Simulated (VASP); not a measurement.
## Ge2Sb2Te5: single point with PBE

Ge2Sb2Te5:

```
Ge Sb Te
1.0
     4.27378    0.00000    0.00000
    -2.13689    3.70120    0.00000
     0.00000    0.00000   15.12489
Ge Sb Te
2 2 5
Direct
  0.00000 0.00000 0.33132
  0.00000 0.00000 0.66868
  0.33333 0.66667 0.11210
  0.66667 0.33333 0.88790
  0.00000 0.00000 0.00000
  0.33333 0.66667 0.79143
  0.66667 0.33333 0.20857
  0.33333 0.66667 0.40960
  0.66667 0.33333 0.59040
```

```
Program                : VASP 6.6.1
Task                   : single point
Functional             : PBE
Potentials or basis    : VASP PAW PBE potentials, release 64 (Ge_d, Sb, Te)
Cutoff                 : 520 eV
k mesh                 : 12 × 12 × 2
Occupations            : gaussian, width 0.03 eV
Spin                   : no spin polarisation
Dipole correction      : no
Further INCAR settings : ALGO = Normal; EDIFF = 1e-06; NBANDS = 44
```

```json
{"Pressure": "10.4 GPa", "Largest force": "1.240 eV/Å", "Band gap on the k mesh": "zero (bands 34 and 35 overlap by 0.53 eV)"}
```

Forces in eV/Å, atoms in the order of the input:
```
Ge   0.000  0.000 -0.657
Ge   0.000  0.000  0.657
Sb   0.000  0.000 -0.425
Sb   0.000  0.000  0.425
Te   0.000  0.000  0.000
Te   0.000  0.000 -1.240
Te   0.000  0.000  1.240
Te   0.000  0.000  1.239
Te   0.000  0.000 -1.239
```

Stress tensor (GPa, compression positive):
```
 9.72  0.00  0.00
 0.00  9.72  0.00
 0.00  0.00 11.85
```

Levels at points of the mesh, in eV from the Fermi level:
| k point | band 30 | band 31 | band 32 | band 33 | band 34 | band 35 | band 36 | band 37 | band 38 | band 39 |
| --- | --- | --- | --- | --- | --- | --- | --- | --- | --- | --- |
| (0.00, 0.00, 0.00) | -1.88 | -1.78 | -1.38 | -1.33 | -0.72 | -0.38 | -0.38 | 0.51 | 0.70 | 0.97 |
| (0.50, 0.00, 0.00) | -2.73 | -1.95 | -1.84 | -1.11 | -0.06 | 0.78 | 1.16 | 1.74 | 1.89 | 1.97 |
| (0.00, 0.00, 0.50) | -1.99 | -1.71 | -1.36 | -1.34 | -0.74 | -0.30 | -0.30 | 0.57 | 0.70 | 0.73 |
| (0.50, 0.00, 0.50) | -2.49 | -1.93 | -1.72 | -1.18 | -0.17 | 0.27 | 0.87 | 1.81 | 1.97 | 2.79 |

Run time: 11 min on 1 thread of Intel Xeon 8259CL, with other jobs on the host, peak memory 0.55 GiB.

Caveat: the cell stands under pressure; spin-orbit coupling is left out, which moves the levels of the heavy elements; forces of over 1 eV/Å act on the atoms, so gaps and moduli don't describe the material at rest.
